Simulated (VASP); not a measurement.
The system is Sc.

```
Sc
1.0
     3.02520    0.00000    0.00000
    -1.51260    2.61990    0.00000
     0.00000    0.00000    4.78847
Sc
2
Direct
  0.33333 0.66667 0.25000
  0.66667 0.33333 0.75000
```

| Item | Value |
| --- | --- |
| Program | VASP 6.6.1 |
| Task | relaxation of cell and atoms |
| Functional | PBEsol |
| Potentials or basis | VASP PAW PBE potentials, release 64 (Sc_sv) |
| Cutoff | 500 eV |
| k mesh | 6 × 6 × 4 |
| Occupations | gaussian, width 0.1 eV |
| Spin | no spin polarisation |

At the start: pressure 18.1 GPa; volume 18.98 Å³/atom.

Task: Where does the relaxation end?

Result: Over 6 steps the energy falls by 232.1 meV/atom and the volume is 23.70 Å³/atom (+24.9 %); space group P6_3/mmc (No. 194, to 0.1 Å) before and after.

Step by step:
```
step  energy change (eV)  largest force (eV/Å)  pressure (GPa)  volume (Å³)
   1              0.0000                0.0000           18.13        37.95
   2             -0.4131                0.0000           -4.02        51.01
   3             -0.4623                0.0000           -0.02        47.24
   4             -0.4622                0.0000           -0.27        47.44
   5             -0.4640                0.0000           -0.26        47.41
   6             -0.4642                0.0000           -0.25        47.40
```

Final structure:
```
CELL_PARAMETERS angstrom
3.28845 0.00000 0.00000
-1.64422 2.84788 0.00000
0.00000 0.00000 5.06084
ATOMIC_POSITIONS crystal
Sc 0.33333 0.66667 0.25000
Sc 0.66667 0.33333 0.75000
```

Caveat: the k points lie up to 0.37 Å⁻¹ apart in the final cell, too coarse for converged energies and pressures of a metal; the volume moved by over 15 % at a fixed basis, so the end points are rough; the PAW data sets were made with another functional, which shifts forces and pressure a little.
